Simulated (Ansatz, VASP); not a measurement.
**One calculation of Ti, two programs**

```
CELL_PARAMETERS angstrom
2.91013 0.00000 0.00000
-1.45507 2.52025 0.00000
0.00000 0.00000 4.61675
ATOMIC_POSITIONS crystal
Ti 0.66667 0.33333 0.75000
Ti 0.33333 0.66667 0.25000
```

Alike in both runs: task single point; functional LDA; k mesh 10 × 10 × 6; occupations fermi-dirac, width 0.05 eV; no spin polarisation.

```csv
,VASP,Ansatz
version,VASP 6.6.1,Ansatz 0.2.0
potentials or method,"VASP PAW LDA potentials, release 64 (Ti_sv)",Ansatz PAW
plane-wave cutoff (eV),520,420
valence electrons in the cell,24,24
```

Ansatz gave:

* gap on the k mesh at the Fermi level (eV): none
* pressure (GPa): -5.8
* traceless stress, the component that is largest in VASP (GPa): -0.50

Task: What did VASP give for the same quantities?

Result: gap on the k mesh at the Fermi level (eV): none; pressure (GPa): -5.9; traceless stress, the component that is largest in VASP (GPa): -0.49.

LDA's correlation is that of Perdew and Zunger in VASP and of Perdew and Wang (1992) in Ansatz. A gap of «none» marks a metal or a gap that the smearing closes.
